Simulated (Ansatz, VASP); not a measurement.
## Two plane-wave programs on Al2Rh

File INCAR:

```
PREC = Accurate ; ENCUT = 500
EDIFF = 1E-6 ; ISMEAR = 0
SIGMA = 0.1 ; LREAL = False
LASPH = True ; NELM = 200
ALGO = Normal ; ISIF = 2
LWAVE = False ; LCHARG = True
ISPIN = 2 ; MAGMOM = 0 0 0 0 1 1
LORBIT = 11 ; LMAXMIX = 4
GGA = PE ; LELF = True
LVHAR = True ; NBANDS = 34
GGA_COMPAT = False
```

KPOINTS

```
regular mesh
0
Gamma
  6 6 2
```

File POSCAR:

```
Al2Rh
1.0
    2.8487824875      0.0000000000      0.0000000000
    0.0000000000      2.8487824875      0.0000000000
    0.0000000000      0.0000000000     12.0608407048
Al Rh
4 2
Direct
    0.0000000000      0.5000000000      0.8333568073
    0.0000000000      0.5000000000      0.3333568073
    0.5000000000      0.0000000000      0.6666431927
    0.5000000000      0.0000000000      0.1666431927
    0.0000000000      0.0000000000      0.5000000000
    0.5000000000      0.5000000000      0.0000000000
```

Input for Ansatz:

```yaml
crystal:
  lattice:
    - [2.8487824875, 0.0, 0.0]
    - [0.0, 2.8487824875, 0.0]
    - [0.0, 0.0, 12.0608407048]
  atoms:
    - { symbol: Al, position: [0.0, 0.5, 0.8333568073] }
    - { symbol: Al, position: [0.0, 0.5, 0.3333568073] }
    - { symbol: Al, position: [0.5, 0.0, 0.6666431927] }
    - { symbol: Al, position: [0.5, 0.0, 0.1666431927] }
    - { symbol: Rh, position: [0.0, 0.0, 0.5], spin: 1.0 }
    - { symbol: Rh, position: [0.5, 0.5, 0.0], spin: 1.0 }
basis:
  ecutwfc: 420
kpoints:
  mp_grid: { grid: [6, 6, 2] }
hamiltonian:
  xc: pbe
scf:
  occupations: { method: gaussian, width: 0.1 }
  lower_state_search: "off"
output:
  forces: true
  stress: true
  eigenvalues: true
  populations: true
magnetization:
  spin_polarized: true
```

Change from the starting cell: species swapped into the GeS2 type (P4_2/nmc, No. 137).

Alike in both runs: task single point; functional PBE; k mesh 6 × 6 × 2; occupations gaussian, width 0.1 eV; collinear spin.

|  | VASP | Ansatz |
| --- | --- | --- |
| version | VASP 6.6.1 | Ansatz 0.2.0 |
| potentials or method | VASP PAW PBE potentials, release 64 (Al, Rh_pv), cutoff 500 eV | scalar-relativistic, plane waves, PAW |
| valence electrons in the cell | 42 | 46 |

|  | VASP | Ansatz | Ansatz less VASP |
| --- | --- | --- | --- |
| gap on the k mesh at the Fermi level (eV) | none | none | - |
| pressure (GPa) | 0.0 | 0.0 | -0.03 |
| traceless stress, the component that is largest in VASP (GPa) | -0.03 | -0.11 | -0.074 |
| rms of the force components (eV/Å) | 0.006 | 0.001 | -0.0054 |
| net moment per atom (μB) | 0.03 | 0.04 | +0.002 |
| size of the moment on the site where the two differ most (μB) | 0.10 | 0.10 | -0.004 |

Site moments also hang on the region over which each program counts them. Atom by atom the forces differ by 0.007 eV/Å (rms over components). A gap of «none» marks a metal or a gap that the smearing closes. The functional is the same, so the differences come from potentials, cutoffs and numerics. VASP's potentials hold 42 valence electrons a cell and Ansatz's 46, so a difference there can come from the potentials and not from the codes.

The k mesh is coarse, so the values compare programs but aren't converged.
